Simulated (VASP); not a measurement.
Here is a VASP 6.6.1 calculation.

The input INCAR:

```
SYSTEM = EuO
  ALGO = Normal
  EDIFF = 1E-6
  ENCUT = 600
  GGA = PE
  GGA_COMPAT = .False.
  ISIF = 2
  ISMEAR = 0
  ISPIN = 2
  IVDW = 12
  LASPH = .True.
  LCHARG = .False.
  LDAU = .True.
  LDAUJ = 0 0
  LDAUL = 3 -1
  LDAUPRINT = 1
  LDAUTYPE = 2
  LDAUU = 6 0
  LMAXMIX = 6
  LORBIT = 11
  LREAL = .False.
  LWAVE = .False.
  MAGMOM = 7.45 -0.09
  NBANDS = 22
  NELM = 200
  PREC = Accurate
  SIGMA = 0.05
```

Contents of KPOINTS:

```
k-points
0
Gamma
  8 8 8
  0 0 0
```

POSCAR

```
EuO
1.0
    0.0000000000      2.5973593630      2.5973593630
    2.5973593630      0.0000000000      2.5973593630
    2.5973593630      2.5973593630      0.0000000000
Eu O
1 1
Direct
    0.5000000000      0.5000000000      0.5000000000
    0.0000000000      0.0000000000      0.0000000000
```

Potentials or basis: VASP PAW PBE potentials, release 64 (Eu, O).

The run is started by

```console
$ cat potpaw_PBE.64/Eu/POTCAR potpaw_PBE.64/O/POTCAR > POTCAR
$ mpirun -np 1 vasp_std > vasp.out
```

(1) Estimate the dispersion energy per atom.

(2) Estimate the net moment.

Answers

(1) -0.258 eV.

(2) 7.00 μB per cell.

Caveat: the cell stands under tension; a cell with one magnetic atom can't hold antiferromagnetic order, which such compounds often take.
